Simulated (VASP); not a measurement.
## TePb: single point with PBE

TePb, a sheet with vacuum:

```xyz
4
Lattice="4.7698 0.0000 0.0000 0.0000 4.7698 0.0000 0.0000 0.0000 30.2369" Properties=species:S:1:pos:R:3 pbc="T T T"
Te    0.0000    0.0000   11.1907
Te    0.0000    0.0000    6.8093
Pb    2.3849    0.0000    9.0000
Pb    0.0000    2.3849    9.0000
```

* Program: VASP 6.6.1
* Task: single point
* Functional: PBE
* Potentials or basis: VASP PAW PBE potentials, release 64 (Te, Pb_d)
* Cutoff: 520 eV
* k mesh: 10 × 10 × 1
* Occupations: gaussian, width 0.1 eV
* Spin: no spin polarisation

```json
{
 "Largest force": "0.018 eV/Å",
 "Band gap on the k mesh": "zero (band 20 reaches -3.20 eV, above the bottom of band 21 at -3.52 eV)"
}
```

Forces in eV/Å, atoms in the order of the input:
```
Te   0.000  0.000  0.018
Te   0.000  0.000 -0.018
Pb   0.000  0.000  0.000
Pb   0.000  0.000  0.000
```

Levels at points of the mesh, in eV from the Fermi level:
```csv
k point,band 18,band 19,band 20,band 21,band 22,band 23
"(0.00, 0.00, 0.00)",-0.36,-0.36,-0.34,1.64,1.64,2.01
"(0.50, 0.00, 0.00)",-1.01,-0.34,-0.24,1.32,1.39,2.58
"(0.50, 0.50, 0.00)",-2.33,-0.35,-0.13,-0.13,3.25,4.14
```

Wall time 12 min on 1 thread of Intel(R) Xeon(R) Platinum 8259CL CPU @ 2.50GHz (Skylake/Cascade Lake), with other jobs on the host, peak memory 0.84 GiB.

Caveat: spin-orbit coupling is left out, which moves the levels of the heavy elements.
